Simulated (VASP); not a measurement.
**ZrC: single point with PBE**

ZrC:

```
Zr C
1.0
     0.00000    2.35438    2.35438
     2.35438    0.00000    2.35438
     2.35438    2.35438    0.00000
Zr C
1 1
Direct
  0.50000 0.50000 0.50000
  0.00000 0.00000 0.00000
```

```json
{
  "Program": "VASP 6.6.1",
  "Task": "single point",
  "Functional": "PBE",
  "Potentials or basis": "VASP PAW PBE potentials, release 64 (Zr_sv, C)",
  "Cutoff": "520 eV",
  "k mesh": "20 × 20 × 20",
  "Occupations": "gaussian, width 0.1 eV",
  "Spin": "no spin polarisation",
  "Dipole correction": "no",
  "Further INCAR settings": "ALGO = Normal; EDIFF = 1e-06; NBANDS = 15"
}
```

The pressure is 0.2 GPa and the band gap on the k mesh is zero (band 8 reaches 10.49 eV, above the bottom of band 9 at 9.18 eV).

Levels at points of the mesh, in eV from the Fermi level:
```csv
k point,band 6,band 7,band 8,band 9,band 10,band 11
"(0.00, 0.00, 0.00)",0.92,0.92,0.92,1.07,1.07,1.07
"(0.50, 0.00, 0.00)",-5.29,-2.93,-2.93,4.45,4.45,5.28
"(0.50, 0.50, 0.00)",-2.09,-1.76,0.04,0.04,4.40,5.61
```

Run time: 57 s on 1 thread of Intel(R) Xeon(R) 6975P-C (Granite Rapids) (shared host), peak memory 0.23 GiB.
